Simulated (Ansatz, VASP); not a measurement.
**One calculation of Si, two programs**

```
Si
1.0
     3.78369   -0.07702    0.00000
    -1.95855    3.43201    0.00000
     0.00000    0.00000    6.36468
Si
4
Direct
  0.33333 0.66667 0.06293
  0.66667 0.33333 0.56293
  0.33333 0.66667 0.43707
  0.66667 0.33333 0.93707
```

Change from the starting cell: engineering shear strain xy -0.0400, strain +e along x and -e along y -0.0175.

Alike in both runs: task single point; functional PBE; k mesh 12 × 12 × 6; occupations gaussian, width 0.05 eV; no spin polarisation.

|  | VASP | Ansatz |
| --- | --- | --- |
| version | VASP 6.6.1 | Ansatz 0.2.0 |
| potentials or method | VASP PAW PBE potentials, release 64 (Si), cutoff 520 eV | scalar-relativistic, plane waves, PAW |
| valence electrons in the cell | 16 | 16 |

```tsv
	VASP	Ansatz	Ansatz less VASP
gap on the k mesh at the Fermi level (eV)	0.04	0.04	+0.002
least direct gap on the mesh (eV)	0.79	0.79	-0.002
pressure (GPa)	0.2	0.2	+0.06
traceless stress, the component that is largest in VASP (GPa)	3.46	3.45	-0.004
rms of the force components (eV/Å)	0.253	0.254	+0.0012
```

Atom by atom the forces differ by 0.001 eV/Å (rms over components).
